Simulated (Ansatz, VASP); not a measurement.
# Two plane-wave programs on Tl

INCAR

```
ALGO = Normal
EDIFF = 1E-7
ENCUT = 520
GGA = RP
ISIF = 2
ISMEAR = -1
LASPH = True
LCHARG = True
LELF = True
LREAL = False
LVHAR = True
LWAVE = False
NBANDS = 20
NELM = 80
PREC = Accurate
SIGMA = 0.1
```

File KPOINTS:

```
k-points
0
Gamma
  9 9 9
```

Contents of POSCAR:

```
Tl
1.0
    0.0000000000      3.7613002042      3.7613002042
    3.7613002042      0.0000000000      3.7613002042
    3.7613002042      3.7613002042      0.0000000000
Tl
2
Direct
    0.1250000000      0.1250000000      0.1250000000
    0.8750000000      0.8750000000      0.8750000000
```

Input for Ansatz:

```yaml
crystal:
  lattice:
    - [0.0, 3.7613002042, 3.7613002042]
    - [3.7613002042, 0.0, 3.7613002042]
    - [3.7613002042, 3.7613002042, 0.0]
  atoms:
    - { symbol: Tl, position: [0.125, 0.125, 0.125] }
    - { symbol: Tl, position: [0.875, 0.875, 0.875] }
hamiltonian:
  xc: rpbe
  pseudopotentials:
    kind: paw
    azcp:
      Tl: "pseudopotentials/Tl.paw.azcp"
basis:
  ecutwfc: 420
  fft_grid_basis: typed
kpoints:
  mp_grid: { grid: [9, 9, 9], shift: [0, 0, 0] }
magnetization:
  spin_polarized: false
scf:
  occupations: { method: fermi_dirac, width: 0.1 }
  lower_state_search: "off"
output:
  stress: true
```

Alike in both runs: task single point; functional RPBE; k mesh 9 × 9 × 9; occupations fermi-dirac, width 0.1 eV; no spin polarisation.

|  | VASP | Ansatz |
| --- | --- | --- |
| version | VASP 6.6.1 | Ansatz 0.2.0 |
| potentials or method | VASP PAW PBE potentials, release 64 (Tl_d), cutoff 520 eV | plane waves (420 eV) with PAW, scalar-relativistic |
| valence electrons in the cell | 26 | 26 |

```tsv
	VASP	Ansatz	Ansatz less VASP
pressure (GPa)	-0.6	-0.6	+0.04
```

VASP's potentials were made for PBE, not for RPBE. With one functional, cell and mesh, what is left measures potentials, basis and numerics.

Spin-orbit coupling is off throughout.
